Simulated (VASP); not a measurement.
# Sb in VASP: notebook

The runs below take Sb through electric field gradients, with PBE.

Everything below comes from runs of VASP 6.6.1. Logs are shortened: lines on timing, memory, paths and dates and some standing lists are left out, and cuts for length are marked.

## Step 1: The cell of the first run

The typed cell holds 2 atoms: a = 4.561 Å, b = 4.466 Å, c = 4.451 Å, α = 57.13°, β = 57.54°, γ = 56.90°.

## Step 2: Electric field gradients, PBE (equal xy, yz and zx shear strains of +2 %)

File INCAR:

```
PREC = Accurate
ENCUT = 520
EDIFF = 1E-8
ISMEAR = -1
SIGMA = 0.05
LREAL = F
LASPH = T
NELM = 80
ALGO = Normal
ISIF = 2
LWAVE = F
LCHARG = F
GGA = PE
LEFG = T
NBANDS = 12
```

File KPOINTS:

```
regular mesh
0
Gamma
  9 9 9
```

File POSCAR:

```
Sb
1.0
    2.2004568288      1.3005956839      3.7779225001
   -2.1007438352      1.2575836773      3.7349104935
    0.0126070064     -2.4458593611      3.7191670064
Sb
2
Direct
    0.2336400000      0.2336400000      0.2336400000
    0.7663600000      0.7663600000      0.7663600000
```

Potentials or basis: VASP PAW PBE potentials, release 64 (Sb).

The run is started by

```console
> cat potpaw_PBE.64/Sb/POTCAR > POTCAR
> mpirun -np 1 vasp_std > vasp.out
```

OUTCAR:

```text
PREC = Accurate
   ENCUT = 520
   EDIFF = 1E-8
   ISMEAR = -1
   LREAL = F
   LASPH = T
   NELM = 80
   ISIF = 2
   GGA = PE

 ion  position               nearest neighbor table
   1  0.234  0.234  0.234-   2 2.89   2 2.89   2 2.93   2 3.31   2 3.34   2 3.38
   2  0.766  0.766  0.766-   1 2.89   1 2.89   1 2.93   1 3.31   1 3.34   1 3.38

  LATTYP: Found a triclinic cell.
 ALAT       =     4.2640344717
 B/A-ratio  =     1.0088170701
 C/A-ratio  =     1.0439311100
 COS(alpha) =     0.0056920939
 COS(beta)  =     0.4755446219
 COS(gamma) =     0.4868514562

  Lattice vectors:

 A1 = (   2.1133508416,  -3.7034430384,  -0.0157434871)
 A2 = (   4.3012006640,   0.0430120066,   0.0430120066)
 A3 = (   0.0126070064,  -2.4458593611,   3.7191670064)

Analysis of symmetry for initial positions (statically):
=====================================================================
 Subroutine PRICEL returns:
 Original cell was already a primitive cell.

 Routine SETGRP: Setting up the symmetry group for a
 triclinic supercell.

 Subroutine GETGRP returns: Found  2 space group operations
 (whereof  2 operations were pure point group operations)
 out of a pool of  2 trial point group operations.

The static configuration has the point symmetry S_2 .

Analysis of symmetry for dynamics (positions and initial velocities):
=====================================================================
 Subroutine PRICEL returns:
 Original cell was already a primitive cell.

 Routine SETGRP: Setting up the symmetry group for a
 triclinic supercell.

 Subroutine GETGRP returns: Found  2 space group operations
 (whereof  2 operations were pure point group operations)
 out of a pool of  2 trial point group operations.

The dynamic configuration has the point symmetry S_2 .

 Subroutine INISYM returns: Found  2 space group operations
 (whereof  2 operations are pure point group operations),
 and found     1 'primitive' translations

----------------------------------------------------------------------------------------

                                     Primitive cell

  volume of cell :      59.9676

  direct lattice vectors                    reciprocal lattice vectors
     2.200456829  1.300595684  3.777922500     0.230328323  0.131072568  0.085417330
    -2.100743835  1.257583677  3.734910494    -0.234750216  0.135677306  0.090022068
     0.012607006 -2.445859361  3.719167006     0.001776874 -0.269394892  0.091707519

  length of vectors
     4.561387706  4.465892717  4.451358239     0.278437200  0.285692086  0.284582210

  position of ions in fractional coordinates (direct lattice)
     0.233640000  0.233640000  0.233640000
     0.766360000  0.766360000  0.766360000

  ion indices of the primitive-cell ions
   primitive index   ion index
                 1           1
                 2           2

----------------------------------------------------------------------------------------

 KPOINTS: regular mesh

Automatic generation of k-mesh.
 Grid dimensions read from file:
 generate k-points for:    9    9    9

 Generating k-lattice:

  Cartesian coordinates                     Fractional coordinates (reciprocal lattice)
     0.025592036  0.014563619  0.009490814     0.111111111 -0.000000000  0.000000000
    -0.026083357  0.015075256  0.010002452     0.000000000  0.111111111  0.000000000
     0.000197430 -0.029932766  0.010189724     0.000000000  0.000000000  0.111111111

  Length of vectors
     0.030937467  0.031743565  0.031620246

  Shift w.r.t. Gamma in fractional coordinates (k-lattice)
     0.000000000  0.000000000  0.000000000

 Subroutine IBZKPT returns following result:
 ===========================================

 Found    365 irreducible k-points:

 Following reciprocal coordinates:
            Coordinates               Weight
  0.000000  0.000000  0.000000      1.000000
  0.111111 -0.000000 -0.000000      2.000000
  0.222222  0.000000  0.000000      2.000000
  0.333333 -0.000000 -0.000000      2.000000
  0.444444  0.000000  0.000000      2.000000
 -0.000000  0.111111  0.000000      2.000000
[... 16 lines left out ...]
 -0.111111  0.222222  0.000000      2.000000
 -0.000000  0.333333  0.000000      2.000000
 [... further k-points ...]
   k-points           NKPTS =    365   k-points in BZ     NKDIM =    365   number of bands    NBANDS=     12
   number of dos      NEDOS =    301   number of ions     NIONS =      2
   total plane-waves  NPLWV =  46656
   dimension x,y,z NGX =    36 NGY =   36 NGZ =   36
   dimension x,y,z NGXF=    72 NGYF=   72 NGZF=   72
   ions per type =               2
   NGX,Y,Z   is equivalent  to a cutoff of  13.12, 13.40, 13.45 a.u.
   NGXF,Y,Z  is equivalent  to a cutoff of  26.24, 26.80, 26.89 a.u.
 SYSTEM =  unknown system
   PREC   = accura    normal or accurate (medium, high low for compatibility)
   ISTART =      0    job   : 0-new  1-cont  2-samecut
   ICHARG =      2    charge: 1-file 2-atom 10-const
   ISPIN  =      1    spin polarized calculation?
   LNONCOLLINEAR =      F non collinear calculations
   LSORBIT =      F    spin-orbit coupling
   LASPH  =      T    aspherical Exc in radial PAW
   ENCUT  =  520.0 eV  38.22 Ry    6.18 a.u.   8.48  8.30  8.28*2*pi/ulx,y,z
   NELM   =     80;   NELMIN=  2; NELMDL= -5     # of ELM steps
   EDIFF  = 0.1E-07   stopping-criterion for ELM
   LREAL  =      F    real-space projection
   EDIFFG = 0.1E-06   stopping-criterion for IOM
   NSW    =      0    number of steps for IOM
   IBRION =     -1    ionic relax: 0-MD 1-quasi-New 2-CG
   NFREE  =      0    steps in history (QN), initial steepest desc. (CG)
   ISIF   =      2    stress and relaxation
   ISYM   =      2    0-nonsym 1-usesym 2-fastsym
   POTIM  = 0.5000    time-step for ionic-motion
   TEBEG  =    0.0;   TEEND  =   0.0 temperature during run
   PSTRESS=    0.0 pullay stress
   NELECT =      10.0000    total number of electrons
   NUPDOWN=      -1.0000    fix difference up-down
   EMIN   =  10.00;   EMAX   =-10.00  energy-range for DOS
   EFERMI =   0.00;   METHOD = LEGACY
   ISMEAR =    -1;   SIGMA  =   0.05  broadening in eV -4-tet -1-fermi 0-gaus
   EFERMI_NEDOS =   21; number of points for ismear=-14 and -15
   IALGO  =     38    algorithm
   IMIX   =      4    mixing-type and parameters
     AMIX     =   0.40;   BMIX     =  1.00
     AMIX_MAG =   1.60;   BMIX_MAG =  1.00
  volume/ion in A,a.u.               =      29.98       202.34
  Fermi-wavevector in a.u.,A,eV,Ry     =   0.901092  1.702818 11.047490  0.811968
  Thomas-Fermi vector in A             =   2.024131
   LORBIT       =      0    0 simple, 1 ext, 2 COOP (PROOUT), +10 PAW based schemes
   GGA     = PE    functional components
[... 5 lines left out ...]
 non-spin polarized calculation
  energy-cutoff  :      520.00
  volume of cell :       59.97
 maximum number of plane-waves:      1630
 NGX is ok and might be reduce to    36
   NGX = 17   NGY = 17   NGZ = 17

 number of electron      10.0000000 magnetization

 Free energy of the ion-electron system (eV)
  ---------------------------------------------------
  ext. energy  EPLUGINS =         0.00000000
  ---------------------------------------------------
  free energy    TOTEN  =        -8.24175563 eV

  energy without entropy =       -8.23992812  energy(sigma->0) =       -8.24084188

 E-fermi :   7.3632     XC(G=0):  -9.5625

 val. band max:        7.2923458192   @ k =   0.2222   0.2222   0.3333
 cond. band min:       7.3776554179   @ k =   0.3333   0.1111   0.1111
 fundamental gap:      0.0853095987
 Fermi energy:         7.3631746953

 k-point     1 :       0.0000    0.0000    0.0000
  band No.  band energies     occupation
      1      -5.4013      2.00000
      2       2.6217      2.00000
      3       5.2935      2.00000
      4       5.3801      2.00000
      5       5.7534      2.00000
      6       9.4328      0.00000
      7       9.9643      0.00000
      8      10.2261      0.00000
      9      12.3425      0.00000
     10      12.5438      0.00000
     11      12.6636      0.00000
     12      13.9521      0.00000
[... 331 lines left out ...]
 k-point    24 :      -0.0000    0.3333    0.0000
  band No.  band energies     occupation
      1      -4.1656      2.00000
      2      -0.6231      2.00000
      3       5.3269      2.00000
      4       5.4024      2.00000
      5       6.5084      2.00000
      6       7.8798      0.00007
      7       8.1446      0.00000
      8       8.3604      0.00000
      9      13.0742      0.00000
     10      13.7520      0.00000
     11      14.3497      0.00000
     12      18.1120      0.00000

 [... further k-points ...]

------------------------ aborting loop because EDIFF is reached ----------------------------------------

  FORCE on cell =-STRESS in cart. coord.  units (eV):
  Direction    XX          YY          ZZ          XY          YZ          ZX
  --------------------------------------------------------------------------------------
  -------------------------------------------------------------------------------------
  Total        1.5088088      1.0373365      1.0761050     -0.0443327     -0.4550491     -0.2205229
  in kB       40.3114425     27.7149302     28.7507240     -1.1844549    -12.1577277     -5.8917991
  external PRESSURE =      32.2590322 kB  Pullay stress =       0.0000000 kB

 VOLUME and BASIS-vectors are now :
 -----------------------------------------------------------------------------
  energy-cutoff  :      520.00
  volume of cell :       59.97
      direct lattice vectors                 reciprocal lattice vectors
     2.200456829  1.300595684  3.777922500     0.230328323  0.131072568  0.085417330
    -2.100743835  1.257583677  3.734910494    -0.234750216  0.135677306  0.090022068
     0.012607006 -2.445859361  3.719167006     0.001776874 -0.269394892  0.091707519

 POSITION                                       TOTAL-FORCE (eV/Angst)
 -----------------------------------------------------------------------------------
      0.02624      0.02624      2.62424        -0.049656     -0.098650      0.247353
      0.08608      0.08608      8.60776         0.049656      0.098650     -0.247353
 -----------------------------------------------------------------------------------
    total drift:                                0.000000     -0.000000      0.000000

  FREE ENERGIE OF THE ION-ELECTRON SYSTEM (eV)
  ---------------------------------------------------
  free  energy   TOTEN  =        -8.2417556331 eV

  energy  without entropy=       -8.2399281216  energy(sigma->0) =       -8.24084188

 Electric field gradients (V/A^2)
---------------------------------------------------------------------
 ion       V_xx      V_yy      V_zz      V_xy      V_xz      V_yz
---------------------------------------------------------------------
   1      17.560    27.519   -45.079     4.860     9.276    14.040
   2      17.560    27.519   -45.079     4.860     9.276    14.040
---------------------------------------------------------------------

 Electric field gradients after diagonalization (V/A^2)
 (convention: |V_zz| > |V_xx| > |V_yy|)
----------------------------------------------------------------------
 ion       V_xx      V_yy      V_zz     asymmetry (V_yy - V_xx)/ V_zz
----------------------------------------------------------------------
   1      33.012    15.716   -48.728       0.355
   2      33.012    15.716   -48.728       0.355
----------------------------------------------------------------------

           NMR quadrupolar parameters

 Cq : quadrupolar parameter    Cq=e*Q*V_zz/h
 eta: asymmetry parameters     (V_yy - V_xx)/ V_zz
 Q  : nuclear electric quadrupole moment in mb (millibarn)
----------------------------------------------------------------------
 ion       Cq(MHz)       eta       Q (mb)
----------------------------------------------------------------------
   1      -0.118       0.355       1.000
   2      -0.118       0.355       1.000
----------------------------------------------------------------------
```

It took 3 min on 1 thread of AMD EPYC 9R45 (Zen 5), shared host; peak memory 0.33 GiB.

What came out:

| Item | Value |
| --- | --- |
| Free energy | -8.2418 eV |
| Pressure | 3.2 GPa |
| Largest force | 0.271 eV/Å |
| Band gap on the k mesh | zero (band 5 reaches 7.38 eV, above the bottom of band 6 at 7.26 eV) |

Forces in eV/Å, atoms in the order of the input:
```
Sb  -0.050 -0.099  0.247
Sb   0.050  0.099 -0.247
```

Electric field gradients, principal values (V/Å²):
```csv
atom,least,middle,greatest (by size)
1 Sb,15.716,33.012,-48.728
2 Sb,15.716,33.012,-48.728
```

Caveat: the cell differs from its parent crystal (equal xy, yz and zx shear strains of +2 %); without QUAD_EFG the Cq values of the log hold for a quadrupole moment of 1 mb, not for the nuclei; spin-orbit coupling is left out, which moves the levels of the heavy elements.

(Part 1 of 3 ends here.)
